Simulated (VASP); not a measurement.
Al, 4 atoms in the cell. It takes space group P6_3/mmc (No. 194, hexagonal). Conventional cell: a = 2.933 Å, b = 2.933 Å, c = 10.040 Å, α = 90.00°, β = 90.00°, γ = 120.00°. Al (site symmetry -3m) has 12 Al at 2.93 to 3.03 Å within 3.9 Å. Al (site symmetry -6m2) has 12 Al at 2.93 to 3.03 Å within 3.9 Å. This isn't the form of Al at room conditions, which is fcc.

* Program: VASP 6.6.1
* Task: single point
* Functional: PBE
* Dispersion: D3(BJ)
* Potentials or basis: VASP PAW PBE potentials, release 64 (Al)
* Cutoff: 520 eV
* k mesh: 18 × 18 × 4
* Occupations: gaussian, width 0.15 eV
* Spin: no spin polarisation
* Dipole correction: no
* Further INCAR settings: ALGO = Normal; EDIFF = 1e-06; NBANDS = 14

Potentials or basis: VASP PAW PBE potentials, release 64 (Al).

The run is started by

```bash
$ cat potpaw_PBE.64/Al/POTCAR > POTCAR
$ mpirun -np 1 vasp_std > vasp.out
```

Hardware: 1 thread of Intel Xeon 8259CL, with other jobs on the host.

Estimate the wall time of this run.

Run time: 100 s on 1 thread of Intel Xeon 8259CL, on a shared host, peak memory 0.25 GiB. Counts: scf iterations 11, k points 111.
